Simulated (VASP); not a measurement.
# Si2C (P1) in VASP: relaxation of cell and atoms with PBE

Aim: the relaxation of cell and atoms of Si2C with PBE.

Program: VASP 6.6.1. These are calculated values, not measurements. Logs are shortened: lines on timing, memory, paths and dates and some standing lists are left out, and cuts for length are marked.

### Step 1. The cell of the first run

The typed cell holds 6 atoms: a = 2.880 Å, b = 5.002 Å, c = 5.152 Å, α = 93.30°, β = 89.61°, γ = 89.42°.

### Step 2. Relaxation of cell and atoms, PBE

The input, INCAR:

```
SYSTEM = Si2C
PREC = Accurate ; ENCUT = 600
EDIFF = 1E-6 ; ISMEAR = 0
SIGMA = 0.1 ; LREAL = .FALSE.
LASPH = .TRUE. ; NELM = 100
ALGO = Normal ; ISIF = 3
LWAVE = .FALSE. ; LCHARG = .FALSE.
GGA = PE ; IBRION = 2
NSW = 100 ; EDIFFG = -0.015
```

The input, KPOINTS:

```
Automatic mesh
0
G
  8 6 6
  0 0 0
```

The input, POSCAR:

```
Si2C
1.0
    0.0145401792      0.0101808081      2.8799701282
    4.9997671146     -0.1462722281      0.0255287868
   -0.1462722281      5.1500223008      0.0178748609
Si C
4 2
Direct
   -0.0381816477      0.2852201035      0.3275671653
    0.5151144435      0.2265757713      0.8011794930
    0.0109512004      0.6941782601      0.6648837147
    0.5144446249      0.8073865590      0.2266215828
   -0.0353199635     -0.0163184853      0.9947400291
    0.5329913424      0.5029577915      0.4850080151
```

Potentials or basis: VASP PAW PBE potentials, release 64 (Si, C).

The run is started by

```
> cat potpaw_PBE.64/Si/POTCAR potpaw_PBE.64/C/POTCAR > POTCAR
> mpirun -np 1 vasp_std > vasp.out
```

OUTCAR:

```text
SYSTEM = Si2C
   PREC = Accurate
   ENCUT = 600
   EDIFF = 1E-6
   ISMEAR = 0
   LREAL = .FALSE.
   LASPH = .TRUE.
   NELM = 100
   ISIF = 3
   GGA = PE
   IBRION = 2
   NSW = 100
   EDIFFG = -0.015

 ion  position               nearest neighbor table
   1  0.962  0.285  0.328-   6 1.80   6 2.12   5 2.22   3 2.61   4 2.75   2 2.78   4 2.88   2 2.95
                             4 2.97   2 3.01   2 3.13   4 3.14
   2  0.515  0.227  0.801-   5 2.07   6 2.20   5 2.27   1 2.78   3 2.86   3 2.87   1 2.95   1 3.01
                             3 3.05   3 3.09   4 3.12   1 3.13
   3  0.011  0.694  0.665-   6 1.90   6 1.97   5 2.17   1 2.61   4 2.76   4 2.76   2 2.86   2 2.87
                             2 3.05   2 3.09
   4  0.514  0.807  0.227-   5 2.00   6 2.08   5 2.20   1 2.75   3 2.76   3 2.76   1 2.88   1 2.97
                             2 3.12   1 3.14
   5  0.965  0.984  0.995-   4 2.00   2 2.07   3 2.17   4 2.20   1 2.22   2 2.27
   6  0.533  0.503  0.485-   1 1.80   3 1.90   3 1.97   4 2.08   1 2.12   2 2.20

  LATTYP: Found a triclinic cell.
 ALAT       =     7.7543375806
 B/A-ratio  =     0.3714082341
 C/A-ratio  =     1.5101781669
 COS(alpha) =     0.0017445352
 COS(beta)  =     0.6022768877
 COS(gamma) =     0.7473740765

  Lattice vectors:

 A1 = (   0.1171918697,  -5.1703839170,  -5.7778151173)
 A2 = (  -0.0145401792,  -0.0101808081,  -2.8799701282)
 A3 = (   5.2923115708, -10.4463168297,  -0.0102209350)

Analysis of symmetry for initial positions (statically):
=====================================================================
 Subroutine PRICEL returns:
 Original cell was already a primitive cell.

 Routine SETGRP: Setting up the symmetry group for a
 triclinic supercell.

 Subroutine GETGRP returns: Found  1 space group operations
 (whereof  1 operations were pure point group operations)
 out of a pool of  2 trial point group operations.

The static configuration has the point symmetry C_1 .

Analysis of symmetry for dynamics (positions and initial velocities):
=====================================================================
 Subroutine PRICEL returns:
 Original cell was already a primitive cell.

 Routine SETGRP: Setting up the symmetry group for a
 triclinic supercell.

 Subroutine GETGRP returns: Found  1 space group operations
 (whereof  1 operations were pure point group operations)
 out of a pool of  2 trial point group operations.

The dynamic configuration has the point symmetry C_1 .

 Subroutine INISYM returns: Found  1 space group operations
 (whereof  1 operations are pure point group operations),
 and found     1 'primitive' translations

----------------------------------------------------------------------------------------

                                     Primitive cell

  volume of cell :      74.0916

  direct lattice vectors                    reciprocal lattice vectors
     0.014540179  0.010180808  2.879970128    -0.001809766 -0.001256611  0.347239403
     4.999767115 -0.146272228  0.025528787     0.200181020  0.005689169 -0.001030770
    -0.146272228  5.150022301  0.017874861     0.005689169  0.194337986 -0.000715716

  length of vectors
     2.880024827  5.001971460  5.152130120     0.347246393  0.200264500  0.194422559

  position of ions in fractional coordinates (direct lattice)
     0.961818352  0.285220104  0.327567165
     0.515114444  0.226575771  0.801179493
     0.010951200  0.694178260  0.664883715
     0.514444625  0.807386559  0.226621583
     0.964680036  0.983681515  0.994740029
     0.532991342  0.502957792  0.485008015

  ion indices of the primitive-cell ions
   primitive index   ion index
                 1           1
                 2           2
                 3           3
                 4           4
                 5           5
                 6           6

----------------------------------------------------------------------------------------

 KPOINTS: Automatic mesh

Automatic generation of k-mesh.
 Grid dimensions read from file:
 generate k-points for:    8    6    6

 Generating k-lattice:

  Cartesian coordinates                     Fractional coordinates (reciprocal lattice)
    -0.000226221 -0.000157076  0.043404925     0.125000000  0.000000000  0.000000000
     0.033363503  0.000948195 -0.000171795    -0.000000000  0.166666667  0.000000000
     0.000948195  0.032389664 -0.000119286     0.000000000 -0.000000000  0.166666667

  Length of vectors
     0.043405799  0.033377417  0.032403760

  Shift w.r.t. Gamma in fractional coordinates (k-lattice)
     0.000000000  0.000000000  0.000000000

 Subroutine IBZKPT returns following result:
 ===========================================

 Found    148 irreducible k-points:

 Following reciprocal coordinates:
            Coordinates               Weight
  0.000000  0.000000  0.000000      1.000000
  0.125000  0.000000 -0.000000      2.000000
  0.250000  0.000000 -0.000000      2.000000
  0.375000  0.000000 -0.000000      2.000000
  0.500000  0.000000 -0.000000      1.000000
  0.000000  0.166667 -0.000000      2.000000
[... 16 lines left out ...]
  0.125000  0.500000  0.000000      2.000000
  0.250000  0.500000  0.000000      2.000000
 [... further k-points ...]
   k-points           NKPTS =    148   k-points in BZ     NKDIM =    148   number of bands    NBANDS=     16
   number of dos      NEDOS =    301   number of ions     NIONS =      6
   total plane-waves  NPLWV =  40320
   dimension x,y,z NGX =    24 NGY =   40 NGZ =   42
   dimension x,y,z NGXF=    48 NGYF=   80 NGZF=   84
   ions per type =               4   2
   NGX,Y,Z   is equivalent  to a cutoff of  13.85, 13.29, 13.55 a.u.
   NGXF,Y,Z  is equivalent  to a cutoff of  27.71, 26.59, 27.10 a.u.
 SYSTEM =  Si2C
   PREC   = accura    normal or accurate (medium, high low for compatibility)
   ISTART =      0    job   : 0-new  1-cont  2-samecut
   ICHARG =      2    charge: 1-file 2-atom 10-const
   ISPIN  =      1    spin polarized calculation?
   LNONCOLLINEAR =      F non collinear calculations
   LSORBIT =      F    spin-orbit coupling
   LASPH  =      T    aspherical Exc in radial PAW
   ENCUT  =  600.0 eV  44.10 Ry    6.64 a.u.   5.75  9.99 10.29*2*pi/ulx,y,z
   NELM   =    100;   NELMIN=  2; NELMDL= -5     # of ELM steps
   EDIFF  = 0.1E-05   stopping-criterion for ELM
   LREAL  =      F    real-space projection
   EDIFFG = -.1E-01   stopping-criterion for IOM
   NSW    =    100    number of steps for IOM
   IBRION =      2    ionic relax: 0-MD 1-quasi-New 2-CG
   NFREE  =      1    steps in history (QN), initial steepest desc. (CG)
   ISIF   =      3    stress and relaxation
   ISYM   =      2    0-nonsym 1-usesym 2-fastsym
   POTIM  = 0.5000    time-step for ionic-motion
   TEBEG  =    0.0;   TEEND  =   0.0 temperature during run
   PSTRESS=    0.0 pullay stress
   NELECT =      24.0000    total number of electrons
   NUPDOWN=      -1.0000    fix difference up-down
   EMIN   =  10.00;   EMAX   =-10.00  energy-range for DOS
   EFERMI =   0.00;   METHOD = LEGACY
   ISMEAR =     0;   SIGMA  =   0.10  broadening in eV -4-tet -1-fermi 0-gaus
   EFERMI_NEDOS =   21; number of points for ismear=-14 and -15
   IALGO  =     38    algorithm
   IMIX   =      4    mixing-type and parameters
     AMIX     =   0.40;   BMIX     =  1.00
     AMIX_MAG =   1.60;   BMIX_MAG =  1.00
  volume/ion in A,a.u.               =      12.35        83.33
  Fermi-wavevector in a.u.,A,eV,Ry     =   1.124317  2.124652 17.198985  1.264090
  Thomas-Fermi vector in A             =   2.260989
   LORBIT       =      0    0 simple, 1 ext, 2 COOP (PROOUT), +10 PAW based schemes
   GGA     = PE    functional components
   LHFCALC =     F    Hartree Fock is set to
   AEXX    =    0.0000 exact exchange contribution
   IVDW    =     0    specifies the selected vdW correction
   LEPSILON=     F    determine dielectric tensor
   LRPA    =     F    only Hartree local field effects (RPA)
 conjugate gradient relaxation of ions
 non-spin polarized calculation
 Gauss-broadening in eV      SIGMA  =   0.10
  energy-cutoff  :      600.00
  volume of cell :       74.09
 maximum number of plane-waves:      2492
   NGX = 11   NGY = 19   NGZ = 21

--------------------------------------- Ionic step        1  -------------------------------------------

 number of electron      24.0000000 magnetization

 Free energy of the ion-electron system (eV)
  ---------------------------------------------------
  ext. energy  EPLUGINS =         0.00000000
  ---------------------------------------------------
  free energy    TOTEN  =       -33.12793112 eV

  energy without entropy =      -33.11927181  energy(sigma->0) =      -33.12360147

------------------------ aborting loop because EDIFF is reached ----------------------------------------

  FORCE on cell =-STRESS in cart. coord.  units (eV):
  Direction    XX          YY          ZZ          XY          YZ          ZX
  --------------------------------------------------------------------------------------
  -------------------------------------------------------------------------------------
  Total        0.8475023     -0.6032992      2.5241157      2.2310035     -0.5429779     -0.9561980
  in kB       18.3266299    -13.0459130     54.5821922     48.2438504    -11.7415074    -20.6770961
  external PRESSURE =      19.9543031 kB  Pullay stress =       0.0000000 kB
[... 101 lines left out ...]
  FREE ENERGIE OF THE ION-ELECTRON SYSTEM (eV)
  ---------------------------------------------------
  free  energy   TOTEN  =       -33.8204162469 eV

  energy  without entropy=      -33.8125244187  energy(sigma->0) =      -33.81647033

[... ionic steps 4 to 52 ...]

--------------------------------------- Ionic step       53  -------------------------------------------

 number of electron      24.0000001 magnetization

------------------------ aborting loop because EDIFF is reached ----------------------------------------
[... 75 lines left out ...]
--------------------------------------- Ionic step       55  -------------------------------------------

 number of electron      24.0000001 magnetization

 Free energy of the ion-electron system (eV)
  ---------------------------------------------------
  ext. energy  EPLUGINS =         0.00000000
  ---------------------------------------------------
  free energy    TOTEN  =       -38.70379275 eV

  energy without entropy =      -38.69860381  energy(sigma->0) =      -38.70119828

 E-fermi :   8.1938     XC(G=0): -10.7483

 val. band max:        8.1912697607   @ k =   0.2500   0.0000   0.3333
 cond. band min:       8.2122851242   @ k =   0.5000   0.1667   0.1667
 fundamental gap:      0.0210153635
 Fermi energy:         8.1938358518

 k-point     1 :       0.0000    0.0000    0.0000
  band No.  band energies     occupation
      1      -7.4839      2.00000
      2      -4.7290      2.00000
      3      -2.2315      2.00000
      4      -0.6451      2.00000
      5       1.9098      2.00000
      6       3.0746      2.00000
[... 433 lines left out ...]
      3      -1.3666      2.00000
      4       0.8981      2.00000
      5       1.0904      2.00000
      6       2.0992      2.00000
[... 8 lines left out ...]
     15      10.7742      0.00000
     16      11.8398      0.00000

 [... further k-points ...]

------------------------ aborting loop because EDIFF is reached ----------------------------------------

  FORCE on cell =-STRESS in cart. coord.  units (eV):
  Direction    XX          YY          ZZ          XY          YZ          ZX
  --------------------------------------------------------------------------------------
  -------------------------------------------------------------------------------------
  Total        0.0097390     -0.0030829      0.0181181      0.0135051      0.0071556     -0.0181448
  in kB        0.2002964     -0.0634047      0.3726223      0.2777506      0.1471639     -0.3731723
  external PRESSURE =       0.1698380 kB  Pullay stress =       0.0000000 kB
[... 21 lines left out ...]
  FREE ENERGIE OF THE ION-ELECTRON SYSTEM (eV)
  ---------------------------------------------------
  free  energy   TOTEN  =       -38.7037927533 eV

  energy  without entropy=      -38.6986038113  energy(sigma->0) =      -38.70119828

 reached required accuracy - stopping structural energy minimisation
```

It took 77 min on 1 thread of Intel Xeon 8259CL, shared host; peak memory 0.35 GiB.

What came out:

| Property | Result |
| --- | --- |
| Free energy | -38.7038 eV |
| Relaxed volume | 12.98 Å³/atom |
| Relaxed cell | a = 3.038 Å, b = 5.523 Å, c = 4.644 Å, α = 90.01°, β = 90.01°, γ = 88.65° |
| Space group after relaxing (to 0.1 Å) | P2_1 (No. 4) |
| Energy gained by relaxing | 929.3 meV/atom |
| Ionic steps | 55 |
| Pressure after relaxing | 0.0 GPa |
| Largest force after relaxing | 0.013 eV/Å |
| Band gap on the k mesh | zero (bands 12 and 13 overlap by 2.94 eV) |

Forces on the atoms (eV/Å):
```
Si  -0.003 -0.004 -0.006
Si  -0.004 -0.002  0.008
Si   0.002  0.001 -0.009
Si  -0.002  0.010  0.008
C    0.007  0.005  0.002
C    0.001 -0.010 -0.004
```

Step by step:
```csv
step,energy change (eV),largest force (eV/Å),pressure (GPa),volume (Å³)
1,0.0000,3.0824,2.00,74.09
3,-0.6925,2.3227,-4.93,76.31
5,-1.4644,3.5072,5.82,71.15
7,-2.1288,2.9671,10.36,71.45
9,-2.7096,1.8112,0.35,77.00
11,-3.0071,1.2927,-4.92,79.92
13,-3.2812,1.5057,3.05,75.82
15,-3.5555,2.0402,4.33,75.50
17,-3.8694,1.5705,-2.36,78.36
19,-4.2033,1.6249,1.51,76.50
21,-4.3513,0.7362,0.28,77.07
23,-4.4443,0.9134,-0.52,77.70
25,-4.7061,1.2521,0.50,77.84
27,-4.7942,1.2612,1.47,77.88
29,-4.9967,1.1498,0.14,78.88
31,-5.0593,0.8861,0.00,78.99
33,-5.1201,2.0773,1.36,78.95
35,-5.2770,0.7294,0.01,79.20
37,-5.4035,0.6869,-0.42,79.43
39,-5.5049,0.4790,-0.28,78.96
41,-5.5558,0.2631,0.11,78.16
43,-5.5637,0.1811,0.08,78.12
45,-5.5678,0.1284,-0.09,78.19
47,-5.5711,0.1116,-0.06,78.13
49,-5.5745,0.0779,-0.01,78.01
51,-5.5755,0.0762,-0.02,77.95
53,-5.5758,0.0222,-0.02,77.92
55,-5.5759,0.0132,0.02,77.90
```

Final structure:
```
Si C
1.0
     0.02916   -0.00054    3.03759
     5.52269    0.00251    0.07745
    -0.00271    4.64443   -0.00007
Si C
4 2
Cartesian
  1.4978 1.7123 1.2463
  1.2947 4.0349 2.3356
  3.5253 3.1753 2.5997
  4.7899 0.8534 1.0607
  4.9154 4.4041 2.5864
  3.3988 2.0822 1.0737
```

Levels at points of the mesh, in eV from the Fermi level:
| k point | band 8 | band 9 | band 10 | band 11 | band 12 | band 13 | band 14 | band 15 | band 16 |
| --- | --- | --- | --- | --- | --- | --- | --- | --- | --- |
| (0.00, 0.00, 0.00) | -3.96 | -3.66 | -3.44 | -1.92 | 1.94 | 2.03 | 3.80 | 3.83 | 4.65 |
| (0.50, 0.00, 0.00) | -5.11 | -3.78 | -3.74 | -1.22 | -1.04 | -0.99 | 0.91 | 1.33 | 1.76 |
| (0.00, 0.50, 0.00) | -3.29 | -3.07 | -2.08 | -1.21 | -0.81 | 1.36 | 2.82 | 3.64 | 4.07 |
| (0.50, 0.50, 0.00) | -5.07 | -3.75 | -3.55 | -2.10 | -1.70 | -0.99 | 0.80 | 1.82 | 1.96 |
| (0.00, 0.00, 0.50) | -2.77 | -2.57 | -2.57 | 0.44 | 0.45 | 3.64 | 3.64 | 4.41 | 4.41 |
| (0.50, 0.00, 0.50) | -5.03 | -4.31 | -4.31 | -3.65 | -3.64 | 2.59 | 2.60 | 4.07 | 4.07 |
| (0.00, 0.50, 0.50) | -4.16 | -2.70 | -2.70 | -0.50 | -0.50 | 2.90 | 2.91 | 4.37 | 4.38 |
| (0.50, 0.50, 0.50) | -6.03 | -2.49 | -2.48 | -2.01 | -2.01 | 0.97 | 0.97 | 3.70 | 3.71 |

The gap in the log of VASP goes by the Fermi energy; the results here count the filled bands.